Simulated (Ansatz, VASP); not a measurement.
## BaTiO3: VASP beside Ansatz

Contents of POSCAR:

```
BaTiO3
1.0
   -4.0603060200     -4.0603060200      0.0000000000
   -4.0603060200      4.0603060200      0.0000000000
    0.0000000000      0.0000000000     -4.0603060200
Ba Ti O
2 2 6
Direct
    0.0000000000      0.5000000000      0.5000000000
    0.5000000000      0.0000000000      0.5000000000
    0.0000000000      0.0000000000      0.0000000000
    0.5000000000      0.5000000000      0.0000000000
    0.7500000000      0.7500000000      0.0000000000
    0.2500000000      0.2500000000      0.0000000000
    0.7500000000      0.2500000000      0.0000000000
    0.2500000000      0.7500000000      0.0000000000
    0.0000000000      0.0000000000      0.5000000000
    0.5000000000      0.5000000000      0.5000000000
```

INCAR.step1

```
SYSTEM = BaTiO3
PREC = Accurate ; ENCUT = 520
ISMEAR = 1 ; SIGMA = 0.2192
LREAL = .FALSE. ; LASPH = .TRUE.
NELM = 150 ; ISPIN = 2
MAGMOM = 0 0 0 0 0 0 0 0 0 0 ; LMAXMIX = 4
LDAU = .TRUE. ; LDAUTYPE = 2
LDAUL = -1 2 -1 ; LDAUU = 0 2.89 0
LDAUJ = 0 0 0 ; NBANDS = 55
GGA = PE ; ALGO = Normal
EDIFF = 1E-4 ; LWAVE = .TRUE.
LCHARG = .FALSE.
```

Contents of INCAR.step2:

```
SYSTEM = BaTiO3
PREC = Accurate ; ENCUT = 520
EDIFF = 1E-6 ; ISMEAR = 1
SIGMA = 0.2192 ; LREAL = .FALSE.
LASPH = .TRUE. ; NELM = 150
ALGO = Normal ; ISIF = 2
LWAVE = .FALSE. ; LCHARG = .FALSE.
ISPIN = 2 ; MAGMOM = 0 0 0 0 0 0 0 0 0 0
LORBIT = 11 ; LMAXMIX = 4
LDAU = .TRUE. ; LDAUTYPE = 2
LDAUL = -1 2 -1 ; LDAUU = 0 2.89 0
LDAUJ = 0 0 0 ; LDAUPRINT = 1
METAGGA = R2SCAN ; LMIXTAU = .TRUE.
NBANDS = 55 ; ISTART = 1
```

File KPOINTS:

```
regular mesh
0
G
  4 4 6
  0 0 0
```

Input for Ansatz:

```yaml
crystal:
  lattice:
    - [4.06030602, 4.06030602, 0.0]
    - [4.06030602, -4.06030602, 0.0]
    - [0.0, 0.0, 4.06030602]
  atoms:
    - { symbol: Ba, position: [0.0, 0.5, 0.5] }
    - { symbol: Ba, position: [0.5, 0.0, 0.5] }
    - { symbol: Ti, position: [0.0, 0.0, 0.0] }
    - { symbol: Ti, position: [0.5, 0.5, 0.0] }
    - { symbol: O, position: [0.25, 0.25, 0.0] }
    - { symbol: O, position: [0.75, 0.75, 0.0] }
    - { symbol: O, position: [0.25, 0.75, 0.0] }
    - { symbol: O, position: [0.75, 0.25, 0.0] }
    - { symbol: O, position: [0.0, 0.0, 0.5] }
    - { symbol: O, position: [0.5, 0.5, 0.5] }
kpoints:
  mp_grid: { grid: [4, 4, 6], shift: [0, 0, 0] }
  band_path:
    path:
      - [0.0, 0.0, 0.0]
      - [0.5, -0.5, 0.0]
      - [1.0, 0.0, 0.0]
      - [0.0, 0.0, 0.0]
      - [1.0, 0.0, 0.5]
      - [0.5, -0.5, 0.0]
      - [1.0, 0.0, 0.5]
      - [1.0, 0.0, 0.0]
    npoints: 8
magnetization:
  spin_polarized: true
scf:
  occupations: { method: methfessel_paxton, width: 0.2192 }
  lower_state_search: "off"
  max_iter: 200
hamiltonian:
  pseudopotentials: { kind: paw }
  xc: r2scan
  hubbard:
    projectors: all-electron-ortho-atomic
    sites: [{ species: Ti, l: d, u_eff: 2.89 }]
basis:
  ecutwfc: 500
  fft_grid_basis: typed
output:
  forces: true
  stress: true
  eigenvalues: true
  bader: true
  populations: true
  elf: true
  write_potential: true
  volumetric_format: npy
  dos:
    e_range: [-12, 8]
    de: 0.05
    projected: { site_lists: { Ba: [Ba], O: [O], Ti: [Ti] } }
checkpoint:
  read: saved_state
```

Alike in both runs: task single point; functional r2SCAN; k mesh 4 × 4 × 6; occupations methfessel-paxton of order 1, width 0.2192 eV; collinear spin; Hubbard terms Ti d U = 2.89 eV.

|  | VASP | Ansatz |
| --- | --- | --- |
| version | VASP 6.6.1 | Ansatz 0.2.0 |
| potentials or method | VASP PAW PBE potentials, release 64 (Ba_sv, Ti_sv, O), cutoff 520 eV | PAW plane waves |
| valence electrons in the cell | 80 | 80 |

|  | VASP | Ansatz | Ansatz less VASP |
| --- | --- | --- | --- |
| gap on the k mesh at the Fermi level (eV) | 2.39 | 2.38 | -0.009 |
| pressure (GPa) | -4.3 | -7.2 | -2.84 |
| net moment per atom (μB) | 0.00 | 0.00 | 0.000 |

VASP's potentials were made for PBE, not for r2SCAN. The programs project onto different local orbitals, so the same U acts differently, and such runs can settle in different states. Ansatz's warnings: no starting moments, stability check not made.

Neither program's run includes spin-orbit coupling.
